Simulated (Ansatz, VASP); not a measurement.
**Two plane-wave programs on Al2Co**

```
Al Co
1.0
     2.99926    0.00000    0.00000
    -1.49963    2.59743    0.00000
     0.00000    0.00000    6.60041
Al Co
2 1
Cartesian
  0.0000 0.0000 1.3026
  0.0000 0.0000 5.2978
  0.0000 0.0000 3.3002
```

Alike in both runs: task relaxation of cell and atoms; functional PBE; k mesh 6 × 6 × 4; occupations gaussian, width 0.1 eV; collinear spin.

```csv
,VASP,Ansatz
version,VASP 6.6.1,Ansatz 0.2.0
potentials or method,"VASP PAW PBE potentials, release 64 (Al, Co), cutoff 600 eV","scalar-relativistic, plane waves, PAW"
valence electrons in the cell,15,23
```

```tsv
	VASP	Ansatz	Ansatz less VASP
gap on the k mesh at the Fermi level, each at its own relaxed structure (eV)	none	none	-
net moment per atom (μB)	0.55	0.55	+0.001
size of the moment on the site where the two differ most (μB)	1.51	1.54	+0.032
relaxed volume (Å³/atom)	15.82	15.76	-0.059
relaxed length of the cell vector where the two differ most in proportion (Å)	2.650	2.646	-0.0044
```

Site moments also hang on the region over which each program counts them. A gap of «none» marks a metal or a gap that the smearing closes. VASP's potentials hold 15 valence electrons a cell and Ansatz's 23, so a difference there can come from the potentials and not from the codes.

The k mesh is coarse, so the values compare programs but aren't converged.
